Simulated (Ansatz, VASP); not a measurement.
Lu: VASP beside Ansatz

```
CELL_PARAMETERS angstrom
0.00000 3.70082 3.70082
3.70082 0.00000 3.70082
3.70082 3.70082 0.00000
ATOMIC_POSITIONS crystal
Lu 0.87500 0.87500 0.87500
Lu 0.12500 0.12500 0.12500
```

Alike in both runs: functional PBE; k mesh 10 × 10 × 10; occupations fermi-dirac, width 0.08 eV; no spin polarisation.

Ansatz relaxed the structure, and its values are those at the end. VASP's run is a single point on that final structure, the one shown.

|  | VASP | Ansatz |
| --- | --- | --- |
| version | VASP 6.6.1 | Ansatz 0.2.0 |
| potentials or method | VASP PAW PBE potentials, release 64 (Lu) | PAW with Ansatz's default frozen-core files, scalar-relativistic |
| plane-wave cutoff (eV) | 520 | 420 |
| valence electrons in the cell | 50 | 50 |

```csv
,VASP,Ansatz,Ansatz less VASP
pressure (GPa),0.1,0.0,-0.05
```

Neither program's run includes spin-orbit coupling.
